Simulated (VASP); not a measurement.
# Si5S (P-6m2) in VASP: notebook

Si5S is run at these levels: PBE; tasks: single point, relaxation of cell and atoms.

Program: VASP 6.6.1. These are calculated values, not measurements. Logs are shortened: lines on timing, memory, paths and dates and some standing lists are left out, and cuts for length are marked.

## (1) The cell of the first run

It takes space group P-6m2 (No. 187, hexagonal). Conventional cell: a = 2.681 Å, b = 2.681 Å, c = 14.151 Å, α = 90.00°, β = 90.00°, γ = 120.00°. Si (site symmetry 3m) has 9 Si at 2.68 Å and 3 S at 2.98 Å within 3.5 Å. Within 3.5 Å of Si (site symmetry 3m) lie 12 Si at 2.68 to 2.81 Å. Si (site symmetry -6m2) has 12 Si at 2.68 to 2.81 Å within 3.5 Å. Within 3.5 Å of S (site symmetry -6m2) lie 6 S at 2.68 Å and 6 Si at 2.98 Å.

The cell was generated, and may not be a known phase.

## (2) Single point, PBE

The input, INCAR:

```
SYSTEM = Si5S
ALGO = Normal ; EDIFF = 1E-6
ENCUT = 520 ; GGA = PE
ISIF = 2 ; ISMEAR = 0
LASPH = .True. ; LCHARG = .False.
LREAL = .False. ; LWAVE = .False.
NBANDS = 22 ; NELM = 60
PREC = Accurate ; SIGMA = 0.1
```

The input, KPOINTS:

```
k-points
0
Gamma
  6 6 1
  0 0 0
```

The input, POSCAR:

```
Si5S
1.0
    2.6809050711      0.0000000026      0.0000000000
   -1.3404525378      2.3217318955      0.0000000000
    0.0000000000      0.0000000000     14.1509578680
Si S
5 1
Direct
    0.6666666667      0.3333333333      0.8204565113
    0.3333333333      0.6666666667      0.6661051226
    0.6666666667      0.3333333333      0.5000000000
    0.3333333333      0.6666666667      0.3338948774
    0.6666666667      0.3333333333      0.1795434887
    0.3333333333      0.6666666667      0.0000000000
```

Potentials or basis: VASP PAW PBE potentials, release 64 (Si, S).

The run is started by

```sh
cat potpaw_PBE.64/Si/POTCAR potpaw_PBE.64/S/POTCAR > POTCAR
mpirun -np 1 vasp_std > vasp.out
```

OUTCAR:

```text
SYSTEM = Si5S
   EDIFF = 1E-6
   ENCUT = 520
   GGA = PE
   ISIF = 2
   ISMEAR = 0
   LASPH = .True.
   LREAL = .False.
   NELM = 60
   PREC = Accurate

 ion  position               nearest neighbor table
   1  0.667  0.333  0.820-   2 2.68   2 2.68   2 2.68
   2  0.333  0.667  0.666-   1 2.68   1 2.68   1 2.68   3 2.81   3 2.81   3 2.81
   3  0.667  0.333  0.500-   2 2.81   4 2.81   2 2.81   4 2.81   2 2.81   4 2.81
   4  0.333  0.667  0.334-   5 2.68   5 2.68   5 2.68   3 2.81   3 2.81   3 2.81
   5  0.667  0.333  0.180-   4 2.68   4 2.68   4 2.68
   6  0.333  0.667  0.000-

  LATTYP: Found a hexagonal cell.
 ALAT       =     2.6809050711
 C/A-ratio  =     5.2784255663

  Lattice vectors:

 A1 = (   2.6809050711,   0.0000000026,   0.0000000000)
 A2 = (  -1.3404525378,   2.3217318955,   0.0000000000)
 A3 = (   0.0000000000,   0.0000000000,  14.1509578680)

Analysis of symmetry for initial positions (statically):
=====================================================================
 Subroutine PRICEL returns:
 Original cell was already a primitive cell.

 Routine SETGRP: Setting up the symmetry group for a
 hexagonal supercell.

 Subroutine GETGRP returns: Found 12 space group operations
 (whereof 12 operations were pure point group operations)
 out of a pool of 24 trial point group operations.

The static configuration has the point symmetry D_3h.

Analysis of symmetry for dynamics (positions and initial velocities):
=====================================================================
 Subroutine PRICEL returns:
 Original cell was already a primitive cell.

 Routine SETGRP: Setting up the symmetry group for a
 hexagonal supercell.

 Subroutine GETGRP returns: Found 12 space group operations
 (whereof 12 operations were pure point group operations)
 out of a pool of 24 trial point group operations.

The dynamic configuration has the point symmetry D_3h.

 Subroutine INISYM returns: Found 12 space group operations
 (whereof 12 operations are pure point group operations),
 and found     1 'primitive' translations

----------------------------------------------------------------------------------------

                                     Primitive cell

  volume of cell :      88.0804

  direct lattice vectors                    reciprocal lattice vectors
     2.680905071  0.000000003  0.000000000     0.373008358  0.215356477  0.000000000
    -1.340452538  2.321731896  0.000000000    -0.000000000  0.430712952  0.000000000
     0.000000000  0.000000000 14.150957868     0.000000000  0.000000000  0.070666594

  length of vectors
     2.680905071  2.680905071 14.150957868     0.430712952  0.430712952  0.070666594

  position of ions in fractional coordinates (direct lattice)
     0.666666667  0.333333333  0.820456511
     0.333333333  0.666666667  0.666105123
     0.666666667  0.333333333  0.500000000
     0.333333333  0.666666667  0.333894877
     0.666666667  0.333333333  0.179543489
     0.333333333  0.666666667  0.000000000

  ion indices of the primitive-cell ions
   primitive index   ion index
                 1           1
                 2           2
                 3           3
                 4           4
                 5           5
                 6           6

----------------------------------------------------------------------------------------

 KPOINTS: k-points

Automatic generation of k-mesh.
 Grid dimensions read from file:
 generate k-points for:    6    6    1

 Generating k-lattice:

  Cartesian coordinates                     Fractional coordinates (reciprocal lattice)
     0.062168060  0.035892746  0.000000000     0.166666667 -0.000000000  0.000000000
    -0.000000000  0.071785492  0.000000000     0.000000000  0.166666667  0.000000000
     0.000000000  0.000000000  0.070666594     0.000000000  0.000000000  1.000000000

  Length of vectors
     0.071785492  0.071785492  0.070666594

  Shift w.r.t. Gamma in fractional coordinates (k-lattice)
     0.000000000  0.000000000  0.000000000

 Subroutine IBZKPT returns following result:
 ===========================================

 Found      7 irreducible k-points:

 Following reciprocal coordinates:
            Coordinates               Weight
  0.000000  0.000000  0.000000      1.000000
  0.166667  0.000000  0.000000      6.000000
  0.333333 -0.000000  0.000000      6.000000
  0.500000  0.000000  0.000000      3.000000
  0.166667  0.166667  0.000000      6.000000
  0.333333  0.166667  0.000000     12.000000
  0.333333  0.333333  0.000000      2.000000
   k-points           NKPTS =      7   k-points in BZ     NKDIM =      7   number of bands    NBANDS=     22
   number of dos      NEDOS =    301   number of ions     NIONS =      6
   total plane-waves  NPLWV =  43200
   dimension x,y,z NGX =    20 NGY =   20 NGZ =  108
   dimension x,y,z NGXF=    40 NGYF=   40 NGZF=  216
   ions per type =               5   1
   NGX,Y,Z   is equivalent  to a cutoff of  12.40, 12.40, 12.69 a.u.
   NGXF,Y,Z  is equivalent  to a cutoff of  24.80, 24.80, 25.38 a.u.
 SYSTEM =  Si5S
   PREC   = accura    normal or accurate (medium, high low for compatibility)
   ISTART =      0    job   : 0-new  1-cont  2-samecut
   ICHARG =      2    charge: 1-file 2-atom 10-const
   ISPIN  =      1    spin polarized calculation?
   LNONCOLLINEAR =      F non collinear calculations
   LSORBIT =      F    spin-orbit coupling
   LASPH  =      T    aspherical Exc in radial PAW
   ENCUT  =  520.0 eV  38.22 Ry    6.18 a.u.   4.98  4.98 26.31*2*pi/ulx,y,z
   NELM   =     60;   NELMIN=  2; NELMDL= -5     # of ELM steps
   EDIFF  = 0.1E-05   stopping-criterion for ELM
   LREAL  =      F    real-space projection
   EDIFFG = 0.1E-04   stopping-criterion for IOM
   NSW    =      0    number of steps for IOM
   IBRION =     -1    ionic relax: 0-MD 1-quasi-New 2-CG
   NFREE  =      0    steps in history (QN), initial steepest desc. (CG)
   ISIF   =      2    stress and relaxation
   ISYM   =      2    0-nonsym 1-usesym 2-fastsym
   POTIM  = 0.5000    time-step for ionic-motion
   TEBEG  =    0.0;   TEEND  =   0.0 temperature during run
   PSTRESS=    0.0 pullay stress
   NELECT =      26.0000    total number of electrons
   NUPDOWN=      -1.0000    fix difference up-down
   EMIN   =  10.00;   EMAX   =-10.00  energy-range for DOS
   EFERMI =   0.00;   METHOD = LEGACY
   ISMEAR =     0;   SIGMA  =   0.10  broadening in eV -4-tet -1-fermi 0-gaus
   EFERMI_NEDOS =   21; number of points for ismear=-14 and -15
   IALGO  =     38    algorithm
   IMIX   =      4    mixing-type and parameters
     AMIX     =   0.40;   BMIX     =  1.00
     AMIX_MAG =   1.60;   BMIX_MAG =  1.00
  volume/ion in A,a.u.               =      14.68        99.07
  Fermi-wavevector in a.u.,A,eV,Ry     =   1.090033  2.059863 16.166050  1.188171
  Thomas-Fermi vector in A             =   2.226249
   LORBIT       =      0    0 simple, 1 ext, 2 COOP (PROOUT), +10 PAW based schemes
   GGA     = PE    functional components
   LHFCALC =     F    Hartree Fock is set to
   AEXX    =    0.0000 exact exchange contribution
   IVDW    =     0    specifies the selected vdW correction
   LEPSILON=     F    determine dielectric tensor
   LRPA    =     F    only Hartree local field effects (RPA)
 non-spin polarized calculation
 Gauss-broadening in eV      SIGMA  =   0.10
  energy-cutoff  :      520.00
  volume of cell :       88.08
 maximum number of plane-waves:      2415
 NGX is ok and might be reduce to    20
   NGX =  9   NGY =  9   NGZ = 53

 number of electron      26.0000000 magnetization

 Free energy of the ion-electron system (eV)
  ---------------------------------------------------
  ext. energy  EPLUGINS =         0.00000000
  ---------------------------------------------------
  free energy    TOTEN  =       -27.37788663 eV

  energy without entropy =      -27.37137353  energy(sigma->0) =      -27.37463008

 E-fermi :   9.8405     XC(G=0): -11.1831

 val. band max:        9.6764378331   @ k =   0.5000   0.0000   0.0000
 cond. band min:       9.9080933353   @ k =   0.1667   0.0000   0.0000
 fundamental gap:      0.2316555022
 Fermi energy:         9.8404687183

 k-point     1 :       0.0000    0.0000    0.0000
  band No.  band energies     occupation
      1      -6.6916      2.00000
      2      -4.5540      2.00000
      3      -4.1613      2.00000
      4      -2.7306      2.00000
      5      -1.3912      2.00000
      6       0.8088      2.00000
[... 14 lines left out ...]
     21      20.1296      0.00000
     22      20.1842      0.00000

 k-point     2 :       0.1667    0.0000    0.0000
  band No.  band energies     occupation
      1      -6.0343      2.00000
      2      -3.8094      2.00000
      3      -3.4166      2.00000
      4      -1.9941      2.00000
      5      -0.6559      2.00000
      6       1.5401      2.00000
[... 14 lines left out ...]
     21      17.7852      0.00000
     22      17.8576      0.00000

 k-point     3 :       0.3333   -0.0000    0.0000
  band No.  band energies     occupation
      1      -4.1821      2.00000
      2      -1.5953      2.00000
      3      -1.2010      2.00000
      4       0.1892      2.00000
      5       1.5252      2.00000
      6       3.6522      2.00000
[... 14 lines left out ...]
     21      15.3179      0.00000
     22      15.9047      0.00000

 k-point     4 :       0.5000    0.0000    0.0000
  band No.  band energies     occupation
      1      -2.4123      2.00000
      2       1.6772      2.00000
      3       1.9813      2.00000
      4       2.1550      2.00000
      5       2.4646      2.00000
      6       2.7428      2.00000
[... 14 lines left out ...]
     21      14.1252      0.00000
     22      15.2688      0.00000

 k-point     5 :       0.1667    0.1667    0.0000
  band No.  band energies     occupation
      1      -4.7695      2.00000
      2      -2.3295      2.00000
      3      -1.9361      2.00000
      4      -0.5327      2.00000
      5       0.8030      2.00000
      6       2.9792      2.00000
[... 14 lines left out ...]
     21      14.9550      0.00000
     22      15.3902      0.00000

 k-point     6 :       0.3333    0.1667    0.0000
  band No.  band energies     occupation
      1      -2.6560      2.00000
      2       0.5819      2.00000
      3       0.9823      2.00000
      4       2.2787      2.00000
      5       3.4462      2.00000
      6       3.6488      2.00000
[... 14 lines left out ...]
     21      12.6167      0.00000
     22      14.0326      0.00000

 k-point     7 :       0.3333    0.3333    0.0000
  band No.  band energies     occupation
      1      -1.5623      2.00000
      2       3.5854      2.00000
      3       3.9900      2.00000
      4       4.1163      2.00000
      5       4.1421      2.00000
      6       4.3036      2.00000
[... 14 lines left out ...]
     21      12.9317      0.00000
     22      13.4948      0.00000

------------------------ aborting loop because EDIFF is reached ----------------------------------------

  FORCE on cell =-STRESS in cart. coord.  units (eV):
  Direction    XX          YY          ZZ          XY          YZ          ZX
  --------------------------------------------------------------------------------------
  -------------------------------------------------------------------------------------
  Total       -0.0071435     -0.0071435     -0.0672010     -0.0000000      0.0000000      0.0000000
  in kB       -0.1299398     -0.1299398     -1.2223827     -0.0000000      0.0000000      0.0000000
  external PRESSURE =      -0.4940874 kB  Pullay stress =       0.0000000 kB

 VOLUME and BASIS-vectors are now :
 -----------------------------------------------------------------------------
  energy-cutoff  :      520.00
  volume of cell :       88.08
      direct lattice vectors                 reciprocal lattice vectors
     2.680905071  0.000000003  0.000000000     0.373008358  0.215356477  0.000000000
    -1.340452538  2.321731896  0.000000000    -0.000000000  0.430712952  0.000000000
     0.000000000  0.000000000 14.150957868     0.000000000  0.000000000  0.070666594

 POSITION                                       TOTAL-FORCE (eV/Angst)
 -----------------------------------------------------------------------------------
      1.34045      0.77391     11.61025        -0.000000      0.000000      0.002332
     -0.00000      1.54782      9.42603         0.000000     -0.000000      0.001077
      1.34045      0.77391      7.07548         0.000000     -0.000000      0.000000
     -0.00000      1.54782      4.72493         0.000000     -0.000000     -0.001077
      1.34045      0.77391      2.54071        -0.000000      0.000000     -0.002332
     -0.00000      1.54782      0.00000        -0.000000      0.000000      0.000000
 -----------------------------------------------------------------------------------
    total drift:                                0.000000     -0.000000     -0.000000

  FREE ENERGIE OF THE ION-ELECTRON SYSTEM (eV)
  ---------------------------------------------------
  free  energy   TOTEN  =       -27.3778866291 eV

  energy  without entropy=      -27.3713735251  energy(sigma->0) =      -27.37463008
```

Wall time 23 s (1 thread of Intel Xeon Platinum 8488C (Sapphire Rapids), shared host); peak memory 0.19 GiB.

Results:

* Free energy: -27.3779 eV
* Pressure: 0.0 GPa
* Band gap on the k mesh: zero (bands 13 and 14 overlap by 5.99 eV)

Forces on the atoms (eV/Å):
```
Si   0.000  0.000  0.002
Si   0.000  0.000  0.001
Si   0.000  0.000  0.000
Si   0.000  0.000 -0.001
Si   0.000  0.000 -0.002
S    0.000  0.000  0.000
```

Levels at points of the mesh, in eV from the Fermi level:
| k point | band 11 | band 12 | band 13 | band 14 | band 15 | band 16 |
| --- | --- | --- | --- | --- | --- | --- |
| (0.00, 0.00, 0.00) | 3.17 | 3.17 | 3.20 | 8.12 | 9.10 | 9.10 |
| (0.50, 0.00, 0.00) | -2.59 | -2.47 | -2.42 | -0.16 | 0.43 | 1.58 |

Caveat: the k points lie up to 0.45 Å⁻¹ apart, too coarse for converged energies and pressures of a metal.

## (3) Single point, PBE

This run uses another cell than the first one, of 19.98 Å³/atom.

The input, INCAR:

```
SYSTEM = Si5S
ALGO     = Normal         ! electronic algorithm
EDIFF    = 1E-7           ! SCF threshold, eV
ENCUT    = 520            ! plane-wave cutoff, eV
GGA      = PE             ! functional
ISIF     = 2              ! what is computed and relaxed
ISMEAR   = 0              ! smearing method
LASPH    = .TRUE.         ! aspherical terms in the spheres
LCHARG   = .FALSE.        ! write CHGCAR
LREAL    = .FALSE.        ! projectors in reciprocal space
LWAVE    = .FALSE.        ! write WAVECAR
NBANDS   = 22             ! bands
NELM     = 100            ! most SCF steps
PREC     = Accurate       ! precision mode
SIGMA    = 0.1            ! smearing width, eV
```

The input, KPOINTS:

```
k-points
0
G
  6 6 1
  0 0 0
```

The input, POSCAR:

```
Si5S
1.0
    2.9989432900      0.0000000000      0.0000000000
   -1.4994716500      2.5971610700      0.0000000000
    0.0000000000      0.0000000000     15.3933240300
Si S
5 1
Direct
    0.6666666700      0.3333333300      0.8184250000
    0.3333333300      0.6666666700      0.6598208500
    0.6666666700      0.3333333300      0.5000000000
    0.3333333300      0.6666666700      0.3401791500
    0.6666666700      0.3333333300      0.1815750000
    0.3333333300      0.6666666700      0.0000000000
```

Potentials or basis: VASP PAW PBE potentials, release 64 (Si, S).

The run is started by

```sh
cat potpaw_PBE.64/Si/POTCAR potpaw_PBE.64/S/POTCAR > POTCAR
mpirun -np 1 vasp_std > vasp.out
```

Run time: 22 s. Hardware: 1 thread of Intel Xeon Platinum 8488C (Sapphire Rapids), shared host; peak memory 0.23 GiB.

The run converged. Its results:

```yaml
Free_energy: -25.7904 eV
Pressure: -12.3 GPa
Largest_force: 0.108 eV/Å
Band_gap_on_the_k_mesh: zero (bands 13 and 14 overlap by 5.23 eV)
```

Forces on the atoms (eV/Å):
```
Si   0.000  0.000 -0.108
Si   0.000  0.000  0.018
Si   0.000  0.000  0.000
Si   0.000  0.000 -0.018
Si   0.000  0.000  0.108
S    0.000  0.000  0.000
```

Stress tensor (GPa, compression positive):
```
-12.48   0.00   0.00
  0.00 -12.48   0.00
  0.00   0.00 -11.80
```

Levels at points of the mesh, in eV from the Fermi level:
| k point | band 10 | band 11 | band 12 | band 13 | band 14 | band 15 |
| --- | --- | --- | --- | --- | --- | --- |
| (0.00, 0.00, 0.00) | 1.67 | 1.93 | 1.93 | 3.11 | 6.27 | 6.27 |
| (0.50, 0.00, 0.00) | -3.46 | -2.67 | -1.94 | -1.57 | 0.29 | 0.30 |

Caveat: the k points lie up to 0.41 Å⁻¹ apart, too coarse for converged energies and pressures of a metal.

## (4) Single point, PBE

This run uses another cell than the first one, of 15.69 Å³/atom.

The input, INCAR:

```
ALGO = Normal
EDIFF = 1E-6
ENCUT = 520
GGA = PE
ISIF = 2
ISMEAR = 0
LASPH = True
LCHARG = False
LREAL = False
LWAVE = False
NBANDS = 22
NELM = 60
PREC = Accurate
SIGMA = 0.1
```

The input, KPOINTS:

```
k-points
0
Gamma
  6 6 2
```

The input, POSCAR:

```
Si5S
1.0
    2.5793641903      0.0000000000      0.0000000000
   -1.2896820952      2.2337949144      0.0000000000
    0.0000000000      0.0000000000     16.3402341561
Si S
5 1
Direct
    0.6666666667      0.3333333333      0.8171372244
    0.3333333333      0.6666666667      0.6600255027
    0.6666666667      0.3333333333      0.5000000000
    0.3333333333      0.6666666667      0.3399744973
    0.6666666667      0.3333333333      0.1828627756
    0.3333333333      0.6666666667      0.0000000000
```

The run is started by

```sh
cat potpaw_PBE.64/Si/POTCAR potpaw_PBE.64/S/POTCAR > POTCAR
mpirun -np 1 vasp_std > vasp.out
```

Run time: 37 s. Hardware: 1 thread of Intel Xeon Platinum 8488C (Sapphire Rapids), shared host; peak memory 0.21 GiB.

Results (log left out):

| Property | Result |
| --- | --- |
| Free energy | -27.7260 eV |
| Pressure | 0.0 GPa |
| Largest force | 0.008 eV/Å |
| Band gap on the k mesh | zero (bands 13 and 14 overlap by 6.94 eV) |

Forces on the atoms (eV/Å):
```
Si   0.000  0.000 -0.002
Si   0.000  0.000 -0.008
Si   0.000  0.000  0.000
Si   0.000  0.000  0.008
Si   0.000  0.000  0.002
S    0.000  0.000  0.000
```

Stress tensor (GPa, compression positive):
```
-0.01  0.00  0.00
 0.00 -0.01  0.00
 0.00  0.00  0.16
```

Levels at points of the mesh, in eV from the Fermi level:
```
           k point  band 9  band 10  band 11  band 12  band 13  band 14  band 15  band 16  band 17  band 18
(0.00, 0.00, 0.00)   -4.76    -1.27     0.12     3.83     4.62     4.62     6.47    10.49    11.10    11.68
(0.50, 0.00, 0.00)   -4.63    -4.53    -3.71    -3.31    -1.55     0.17     1.00     1.45     1.59     2.53
(0.00, 0.00, 0.50)   -3.43    -2.44     1.26     2.81     4.62     4.62     8.05     8.37    11.68    11.68
(0.50, 0.00, 0.50)   -4.52    -4.36    -3.79    -3.51    -1.27    -0.10     1.06     1.45     1.47     2.49
```

Caveat: the k points lie up to 0.47 Å⁻¹ apart, too coarse for converged energies and pressures of a metal.

(Continued in part 2 of 2.)

The gap in the log of VASP goes by the Fermi energy; the results here count the filled bands.